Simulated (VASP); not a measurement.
Crystal: Cd.

```xyz
2
Lattice="3.1300 0.0000 0.0000 -1.5650 2.7107 0.0000 0.0000 0.0000 5.1113" Properties=species:S:1:pos:R:3 pbc="T T T"
Cd    0.0000    1.8071    1.2778
Cd    1.5650    0.9036    3.8335
```

| Item | Value |
| --- | --- |
| Program | VASP 6.6.1 |
| Task | relaxation of cell and atoms |
| Functional | PBEsol |
| Potentials or basis | VASP PAW PBE potentials, release 64 (Cd) |
| Cutoff | 600 eV |
| k mesh | 16 × 16 × 9 |
| Occupations | fermi-dirac, width 0.05 eV |
| Spin | no spin polarisation |

At the start: pressure -2.1 GPa; volume 21.68 Å³/atom.

**Question.** How do energy, volume and symmetry change on relaxing?

**Answer.** Over 11 steps the energy falls by 24.3 meV/atom and the volume is 20.89 Å³/atom (-3.7 %); space group P6_3/mmc (No. 194, to 0.05 Å).

Step by step:
```tsv
step	energy change (eV)	largest force (eV/Å)	pressure (GPa)	volume (Å³)
1	0.0000	0.0000	-2.13	43.37
2	-0.0149	0.0000	0.07	41.58
3	-0.0150	0.0000	0.25	41.43
4	-0.0200	0.0000	0.37	41.36
5	-0.0377	0.0000	0.84	41.14
6	-0.0293	0.0000	2.95	40.56
7	-0.0448	0.0000	1.29	40.94
8	-0.0482	0.0000	0.54	41.47
9	-0.0485	0.0000	0.21	41.74
10	-0.0485	0.0000	0.26	41.71
11	-0.0487	0.0000	0.07	41.78
```

Final structure:
```
Cd
1.0
     2.97844    0.00000    0.00000
    -1.48922    2.57940    0.00000
     0.00000    0.00000    5.43807
Cd
2
Direct
  0.33333 0.66667 0.25000
  0.66667 0.33333 0.75000
```

Caveat: the PAW data sets were made with another functional, which shifts forces and pressure a little.
